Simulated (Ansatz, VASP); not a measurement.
**Ga: VASP beside Ansatz**

The input INCAR:

```
SYSTEM = Ga
  ALGO = Fast
  EDIFF = 1E-6
  EDIFFG = -0.04
  ENCUT = 600
  GGA = PE
  IBRION = 2
  ISIF = 3
  ISMEAR = 0
  LASPH = .True.
  LCHARG = .False.
  LREAL = .False.
  LWAVE = .False.
  NELM = 100
  NSW = 90
  PREC = Accurate
  SIGMA = 0.1
```

Contents of KPOINTS:

```
k-points
0
Gamma
  6 6 2
  0 0 0
```

POSCAR

```
Ga
1.0
    3.2727731804      0.0000000000      0.0000000000
   -1.6363865902      2.8343047150      0.0000000000
    0.0000000000      0.0000000000      8.9136505320
Ga
4
Direct
    0.0000000000      0.0000000000      0.2500000000
    0.0000000000      0.0000000000      0.7500000000
    0.3333333333      0.6666666667      0.7500000000
    0.6666666667      0.3333333333      0.2500000000
```

Input for Ansatz:

```yaml
crystal:
  lattice:
    - [3.2727731804, 0.0, 0.0]
    - [-1.6363865902, 2.834304715, 0.0]
    - [0.0, 0.0, 8.913650532]
  atoms:
    - { symbol: Ga, position: [0.0, 0.0, 0.25] }
    - { symbol: Ga, position: [0.0, 0.0, 0.75] }
    - { symbol: Ga, position: [0.3333333333, 0.6666666667, 0.75] }
    - { symbol: Ga, position: [0.6666666667, 0.3333333333, 0.25] }
basis:
  ecutwfc: 420
kpoints:
  mp_grid: { grid: [6, 6, 2] }
hamiltonian:
  xc: pbe
scf:
  occupations: { method: gaussian, width: 0.1 }
  lower_state_search: "off"
output:
  forces: true
  stress: true
  eigenvalues: true
relax:
  adjacent_minimum: "off"
  f_tol: 0.04
  max_steps: 70
  cell: { stress_tol: 0.4 }
```

Alike in both runs: task relaxation of cell and atoms; functional PBE; k mesh 6 × 6 × 2; occupations gaussian, width 0.1 eV; no spin polarisation.

|  | VASP | Ansatz |
| --- | --- | --- |
| version | VASP 6.6.1 | Ansatz 0.2.0 |
| potentials or method | VASP PAW PBE potentials, release 64 (Ga_d), cutoff 600 eV | scalar-relativistic, plane waves, PAW |
| valence electrons in the cell | 52 | 52 |

Ansatz gave:

| Item | Value |
| --- | --- |
| gap on the k mesh at the Fermi level, each at its own relaxed structure (eV) | none |
| relaxed volume (Å³/atom) | 22.60 |
| relaxed cell length with the largest relative difference (Å) | 4.496 |

Problem. Which values does VASP return?

Solution. gap on the k mesh at the Fermi level, each at its own relaxed structure (eV): none; relaxed volume (Å³/atom): 22.51; relaxed cell length with the largest relative difference (Å): 4.486.

A gap of «none» marks a metal or a gap that the smearing closes.

The k mesh is coarse, so the values compare programs but aren't converged.
